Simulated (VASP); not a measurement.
Input of a VASP 6.6.1 run:

The input INCAR:

```
SYSTEM = ZrC
PREC = Accurate
ENCUT = 520
EDIFF = 1E-6
ISMEAR = -1
SIGMA = 0.05
LREAL = .False.
LASPH = .True.
NELM = 80
ALGO = Normal
ISIF = 2
LWAVE = .False.
LCHARG = .False.
GGA = CA
NBANDS = 15
```

File KPOINTS:

```
regular mesh
0
Gamma
  15 15 15
  0 0 0
```

The input POSCAR:

```
ZrC
1.0
    0.0000000000      2.3207235877      2.3207235877
    2.3207235877      0.0000000000      2.3207235877
    2.3207235877      2.3207235877      0.0000000000
Zr C
1 1
Direct
    0.5000000000      0.5000000000      0.5000000000
    0.0000000000      0.0000000000      0.0000000000
```

Potentials or basis: VASP PAW LDA potentials, release 64 (Zr_sv, C).

Launch:

```sh
$ cat potpaw_LDA.64/Zr_sv/POTCAR potpaw_LDA.64/C/POTCAR > POTCAR
$ mpirun -np 1 vasp_std > vasp.out
```

Predict the band gap on the k mesh.

zero (band 8 reaches 10.84 eV, above the bottom of band 9 at 9.53 eV).

What does it give for the pressure?

0.7 GPa.
